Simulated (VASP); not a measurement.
Input of a VASP 6.6.1 run:

The input INCAR:

```
  PREC = Accurate
  ENCUT = 520
  EDIFF = 1E-7
  ISMEAR = 0
  SIGMA = 0.2
  LREAL = F
  LASPH = T
  NELM = 80
  ALGO = Normal
  ISIF = 2
  LWAVE = F
  LCHARG = F
  GGA = PE
  NBANDS = 47
```

Contents of KPOINTS:

```
regular mesh
0
Gamma
  4 4 4
```

Contents of POSCAR:

```
Cd3SnS4
1.0
    5.6238430324     -0.0018015090      0.0006448492
   -0.0017172857      5.6166039302     -0.0011047491
   -2.8098621699     -2.8083940380      5.5236550318
Cd Sn S
3 1 4
Direct
    0.5015994900      0.4992573882      1.0000716009
    0.2513605031      0.7499354910      0.5001569590
    0.7509555958      0.2496299840      0.5000549952
    0.0010450382      0.0000601012     -0.0000668705
    0.4963753041      0.0000318059     -0.0000728582
   -0.0006511399      0.5007523203      0.0001121006
    0.2578209245      0.2581412966      0.5160120780
    0.7414942843      0.7421916129      0.4837319951
```

Potentials or basis: VASP PAW PBE potentials, release 64 (Cd, Sn_d, S).

The run is started by

```bash
$ cat potpaw_PBE.64/Cd/POTCAR potpaw_PBE.64/Sn_d/POTCAR potpaw_PBE.64/S/POTCAR > POTCAR
$ mpirun -np 1 vasp_std > vasp.out
```

Q: Predict the band gap on the k mesh.

A: Zero (bands 37 and 38 overlap by 1.76 eV).

Q: What does it give for the pressure?

A: 0.1 GPa.

Q: What does it give for the largest force?

A: 0.020 eV/Å.

Forces in eV/Å, atoms in the order of the input:
```
Cd  -0.005  0.005 -0.004
Cd  -0.003  0.000 -0.002
Cd   0.001  0.003  0.001
Sn  -0.002 -0.004  0.002
S    0.008  0.000  0.000
S    0.003  0.000 -0.003
S   -0.004  0.001 -0.013
S    0.002 -0.005  0.019
```

Caveat: spin-orbit coupling is left out, which moves the levels of the heavy elements.
